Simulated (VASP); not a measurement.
# BaTe in VASP: a series of runs

Runs on BaTe. Level: PBE. Tasks: single point.

Everything below comes from runs of VASP 6.6.1. Logs are shortened: lines on timing, memory, paths and dates and some standing lists are left out, and cuts for length are marked.

## (1) The cell of the first run

The cell holds a slab with vacuum, 8 atoms: a = 4.822 Å, b = 4.822 Å, c = 27.230 Å, α = 90.00°, β = 90.00°, γ = 90.00°.

## (2) Single point, PBE

File INCAR:

```
PREC     = Accurate       # precision mode
ENCUT    = 400            # plane-wave cutoff, eV
EDIFF    = 1E-6           # SCF threshold, eV
ISMEAR   = 0              # smearing method
SIGMA    = 0.05           # smearing width, eV
LREAL    = False          # projectors in reciprocal space
LASPH    = True           # aspherical terms in the spheres
NELM     = 120            # most SCF steps
ALGO     = Normal         # electronic algorithm
ISIF     = 2              # what is computed and relaxed
LWAVE    = False          # write WAVECAR
LCHARG   = False          # write CHGCAR
LDIPOL   = True         
IDIPOL   = 3            
DIPOL    = 0.5 0.5 0.504
GGA      = PE             # functional
NBANDS   = 42             # bands
GGA_COMPAT= False        
NELMDL   = -8
```

File KPOINTS:

```
Automatic mesh
0
Gamma
  6 6 1
```

File POSCAR:

```
BaTe
1.0
    4.8224682500      0.0000000000      0.0000000000
    0.0000000000      4.8224682500      0.0000000000
    0.0000000000      0.0000000000     27.2299998212
Ba Te
4 4
Direct
    0.5000000000      0.5000000000      0.3121557127
    0.0000000000      0.0000000000      0.4373852376
    0.5000000000      0.5000000000      0.5687376036
    0.0000000000      0.0000000000      0.6960179611
    0.0000000000      0.0000000000      0.3121557127
    0.5000000000      0.5000000000      0.4373852376
    0.0000000000      0.0000000000      0.5680593600
    0.5000000000      0.5000000000      0.6991748069
```

Potentials or basis: VASP PAW PBE potentials, release 64 (Ba_sv, Te).

On the command line:

```console
cat potpaw_PBE.64/Ba_sv/POTCAR potpaw_PBE.64/Te/POTCAR > POTCAR
mpirun -np 1 vasp_std > vasp.out
```

OUTCAR:

```text
PREC = Accurate
   ENCUT = 400
   EDIFF = 1E-6
   ISMEAR = 0
   LREAL = False
   LASPH = True
   NELM = 120
   ISIF = 2
   GGA = PE
   NELMDL = -8

 ion  position               nearest neighbor table
   1  0.500  0.500  0.312-   6 3.41   5 3.41   5 3.41   5 3.41   5 3.41
   2  0.000  0.000  0.437-   5 3.41   6 3.41   6 3.41   6 3.41   6 3.41   7 3.56
   3  0.500  0.500  0.569-   7 3.41   7 3.41   7 3.41   7 3.41   8 3.55   6 3.58
   4  0.000  0.000  0.696-   8 3.41   8 3.41   8 3.41   8 3.41   7 3.48
   5  0.000  0.000  0.312-   2 3.41   1 3.41   1 3.41   1 3.41   1 3.41
   6  0.500  0.500  0.437-   1 3.41   2 3.41   2 3.41   2 3.41   2 3.41   3 3.58
   7  0.000  0.000  0.568-   3 3.41   3 3.41   3 3.41   3 3.41   4 3.48   2 3.56
   8  0.500  0.500  0.699-   4 3.41   4 3.41   4 3.41   4 3.41   3 3.55

  LATTYP: Found a simple tetragonal cell.
 ALAT       =     4.8224682500
 C/A-ratio  =     5.6464860751

  Lattice vectors:

 A1 = (   4.8224682500,   0.0000000000,   0.0000000000)
 A2 = (   0.0000000000,   4.8224682500,   0.0000000000)
 A3 = (   0.0000000000,   0.0000000000,  27.2299998212)

Analysis of symmetry for initial positions (statically):
=====================================================================
 Subroutine PRICEL returns:
 Original cell was already a primitive cell.

 Routine SETGRP: Setting up the symmetry group for a
 simple tetragonal supercell.

 Subroutine GETGRP returns: Found  8 space group operations
 (whereof  8 operations were pure point group operations)
 out of a pool of 16 trial point group operations.

The static configuration has the point symmetry C_4v.

Analysis of symmetry for dynamics (positions and initial velocities):
=====================================================================
 Subroutine PRICEL returns:
 Original cell was already a primitive cell.

 Routine SETGRP: Setting up the symmetry group for a
 simple tetragonal supercell.

 Subroutine GETGRP returns: Found  8 space group operations
 (whereof  8 operations were pure point group operations)
 out of a pool of 16 trial point group operations.

The dynamic configuration has the point symmetry C_4v.

 Subroutine INISYM returns: Found  8 space group operations
 (whereof  8 operations are pure point group operations),
 and found     1 'primitive' translations

----------------------------------------------------------------------------------------

                                     Primitive cell

  volume of cell :     633.2663

[... 99 lines left out ...]
   EFERMI =   0.00;   METHOD = LEGACY
   ISMEAR =     0;   SIGMA  =   0.05  broadening in eV -4-tet -1-fermi 0-gaus
   EFERMI_NEDOS =   21; number of points for ismear=-14 and -15
   IALGO  =     38    algorithm
   IMIX   =      4    mixing-type and parameters
     AMIX     =   0.40;   BMIX     =  1.00
     AMIX_MAG =   1.60;   BMIX_MAG =  1.00
  volume/ion in A,a.u.               =      79.16       534.19
  Fermi-wavevector in a.u.,A,eV,Ry     =   0.762558  1.441025  7.911709  0.581494
  Thomas-Fermi vector in A             =   1.862045
   LORBIT       =      0    0 simple, 1 ext, 2 COOP (PROOUT), +10 PAW based schemes
   GGA     = PE    functional components
   LHFCALC =     F    Hartree Fock is set to
   AEXX    =    0.0000 exact exchange contribution
   IVDW    =     0    specifies the selected vdW correction
   LEPSILON=     F    determine dielectric tensor
   LRPA    =     F    only Hartree local field effects (RPA)
 non-spin polarized calculation
 Gauss-broadening in eV      SIGMA  =   0.05
  energy-cutoff  :      400.00
  volume of cell :      633.27
 maximum number of plane-waves:     11556
 NGX is ok and might be reduce to    32
   NGX = 15   NGY = 15   NGZ = 89

 dipolmoment           0.000000      0.000000     -0.000009 electrons x Angstroem

 number of electron      63.9999998 magnetization

 dipolmoment           0.000000      0.000000      0.028176 electrons x Angstroem

 Free energy of the ion-electron system (eV)
  ---------------------------------------------------
  ext. energy  EPLUGINS =         0.00000000
  ---------------------------------------------------
  free energy    TOTEN  =       -33.55919795 eV

  energy without entropy =      -33.55919795  energy(sigma->0) =      -33.55919795

 E-fermi :  -0.2825     XC(G=0):  -4.7883

 val. band max:       -0.5780197453   @ k =   0.0000   0.0000   0.0000
 cond. band min:       0.8352086724   @ k =   0.0000   0.0000   0.0000
 fundamental gap:      1.4132284176
 Fermi energy:        -0.2825348334

 k-point     1 :       0.0000    0.0000    0.0000
  band No.  band energies     occupation
      1     -27.8228      2.00000
      2     -27.7691      2.00000
      3     -27.5626      2.00000
      4     -27.4923      2.00000
      5     -13.2002      2.00000
      6     -13.1313      2.00000
[... 439 lines left out ...]
     41       4.2114      0.00000
     42       4.2147      0.00000

------------------------ aborting loop because EDIFF is reached ----------------------------------------

 vacuum level on the upper side and lower side of the slab       (xc-potential included)        -0.003        -0.206

  FORCE on cell =-STRESS in cart. coord.  units (eV):
  Direction    XX          YY          ZZ          XY          YZ          ZX
  --------------------------------------------------------------------------------------
  -------------------------------------------------------------------------------------
  Total        6.4165470      6.4165470      1.8672053      0.0000000      0.0000000      0.0000000
  in kB       16.2340009     16.2340009      4.7240693      0.0000000      0.0000000      0.0000000
  external PRESSURE =      12.3973571 kB  Pullay stress =       0.0000000 kB

 VOLUME and BASIS-vectors are now :
 -----------------------------------------------------------------------------
  energy-cutoff  :      400.00
  volume of cell :      633.27
      direct lattice vectors                 reciprocal lattice vectors
     4.822468250  0.000000000  0.000000000     0.207362692  0.000000000  0.000000000
     0.000000000  4.822468250  0.000000000     0.000000000  0.207362692  0.000000000
     0.000000000  0.000000000 27.229999821     0.000000000  0.000000000  0.036724201

 POSITION                                       TOTAL-FORCE (eV/Angst)
 -----------------------------------------------------------------------------------
      2.41123      2.41123      8.50000        -0.000000      0.000000     -0.071611
      0.00000      0.00000     11.91000        -0.000000      0.000000      0.190527
      2.41123      2.41123     15.48672        -0.000000     -0.000000      0.014215
      0.00000      0.00000     18.95257        -0.000000      0.000000      0.009543
      0.00000      0.00000      8.50000         0.000000      0.000000     -0.337218
      2.41123      2.41123     11.91000        -0.000000     -0.000000      0.132816
      0.00000      0.00000     15.46826        -0.000000      0.000000      0.013504
      2.41123      2.41123     19.03853        -0.000000      0.000000      0.048224
 -----------------------------------------------------------------------------------
    total drift:                                0.000000     -0.000000     -0.000009

  FREE ENERGIE OF THE ION-ELECTRON SYSTEM (eV)
  ---------------------------------------------------
  free  energy   TOTEN  =       -33.5591979474 eV

  energy  without entropy=      -33.5591979474  energy(sigma->0) =      -33.55919795

 vacuum level on the upper side and lower side of the slab         3.508         3.301
```

OSZICAR:

```text
N       E                     dE             d eps       ncg     rms          rms(c)
DAV:   1     0.494082668671E+03    0.49408E+03   -0.20503E+04   912   0.949E+02
DAV:   2     0.237606072114E+02   -0.47032E+03   -0.45547E+03  1212   0.224E+02
DAV:   3    -0.325299030014E+02   -0.56291E+02   -0.56044E+02  1152   0.811E+01
DAV:   4    -0.346141820458E+02   -0.20843E+01   -0.20808E+01  1240   0.167E+01
[... 19 lines left out ...]
DAV:  24    -0.335591729886E+02   -0.28142E-04   -0.19984E-06   752   0.216E-03    0.980E-04
DAV:  25    -0.335591916570E+02   -0.18668E-04   -0.16455E-06   742   0.188E-03    0.515E-04
DAV:  26    -0.335591960003E+02   -0.43433E-05   -0.28387E-07   712   0.826E-04    0.489E-04
DAV:  27    -0.335591974102E+02   -0.14099E-05   -0.10671E-07   642   0.539E-04    0.219E-04
DAV:  28    -0.335591979474E+02   -0.53729E-06   -0.50394E-08   652   0.330E-04
   1 F= -.33559198E+02 E0= -.33559198E+02  d E =-.106559E-17
```

Run time: 6.3 min. Hardware: 1 thread of Oxide Virtual Turin-like, shared host; peak memory 0.45 GiB.

What came out:

```yaml
Free_energy: -33.5592 eV
Largest_force: 0.337 eV/Å
Band_gap_on_the_k_mesh: 1.41 eV
```

Forces on the atoms (eV/Å):
```
Ba   0.000  0.000 -0.072
Ba   0.000  0.000  0.191
Ba   0.000  0.000  0.014
Ba   0.000  0.000  0.010
Te   0.000  0.000 -0.337
Te   0.000  0.000  0.133
Te   0.000  0.000  0.014
Te   0.000  0.000  0.048
```

Caveat: spin-orbit coupling is left out, which moves the levels of the heavy elements.

## (3) Single point, PBE

File INCAR:

```
ALGO = Normal
DIPOL = 0.5 0.5 0.504
EDIFF = 1E-6
ENCUT = 400
GGA = PE
GGA_COMPAT = F
IDIPOL = 3
ISIF = 2
ISMEAR = 0
LASPH = T
LCHARG = F
LDIPOL = T
LREAL = F
LWAVE = F
NBANDS = 42
NELM = 120
NELMDL = -8
PREC = Accurate
SIGMA = 0.05
```

File KPOINTS:

```
k-points
0
Gamma
  12 12 1
```

POSCAR is that of step 2.

Potentials or basis: VASP PAW PBE potentials, release 64 (Ba_sv, Te).

On the command line:

```console
cat potpaw_PBE.64/Ba_sv/POTCAR potpaw_PBE.64/Te/POTCAR > POTCAR
mpirun -np 1 vasp_std > vasp.out
```

It took 15 min on 1 thread of Oxide Virtual Turin-like, shared host; peak memory 0.64 GiB.

Results (log left out):

* Free energy: -33.5607 eV
* Largest force: 0.338 eV/Å
* Band gap on the k mesh: 1.41 eV

Forces in eV/Å, atoms in the order of the input:
```
Ba   0.000  0.000 -0.072
Ba   0.000  0.000  0.191
Ba   0.000  0.000  0.014
Ba   0.000  0.000  0.010
Te   0.000  0.000 -0.338
Te   0.000  0.000  0.133
Te   0.000  0.000  0.013
Te   0.000  0.000  0.048
```

Levels at points of the mesh, in eV from the valence-band top:
```csv
k point,band 28,band 29,band 30,band 31,band 32,band 33,band 34,band 35,band 36,band 37
"(0.00, 0.00, 0.00)",-0.30,-0.10,-0.10,0.00,0.00,1.41,1.67,2.13,2.51,2.54
"(0.50, 0.00, 0.00)",-1.21,-1.19,-1.08,-0.91,-0.85,3.34,3.44,3.95,3.99,4.12
"(0.50, 0.50, 0.00)",-0.71,-0.52,-0.52,-0.50,-0.43,1.65,1.65,2.48,2.48,3.74
```

Caveat: spin-orbit coupling is left out, which moves the levels of the heavy elements.
